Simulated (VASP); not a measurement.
**AlRu: single point with r2SCAN**

Crystal: AlRu.

```xyz
2
Lattice="2.9227 0.0000 0.0000 0.0000 2.9227 0.0000 0.0000 0.0000 2.9227" Properties=species:S:1:pos:R:3 pbc="T T T"
Al    0.0000    0.0000    0.0000
Ru    1.4614    1.4614    1.4614
```

```yaml
Program: VASP 6.6.1
Task: single point
Functional: r2SCAN
Potentials_or_basis: VASP PAW PBE potentials, release 64 (Al, Ru_pv)
Cutoff: 520 eV
k_mesh: 11 × 11 × 11
Occupations: fermi-dirac, width 0.1 eV
Spin: no spin polarisation
```

```yaml
Pressure: 15.8 GPa
```

Levels at points of the mesh, in eV from the Fermi level:
| k point | band 7 | band 8 | band 9 | band 10 | band 11 | band 12 |
| --- | --- | --- | --- | --- | --- | --- |
| (0.00, 0.00, 0.00) | 0.18 | 0.18 | 0.18 | 6.87 | 6.87 | 6.87 |

It took 49 s on 1 thread of Intel(R) Xeon(R) Platinum 8259CL CPU @ 2.50GHz (Skylake/Cascade Lake), on a shared host, peak memory 0.15 GiB.

Caveat: the PAW data sets were made with another functional, which shifts forces and pressure a little.
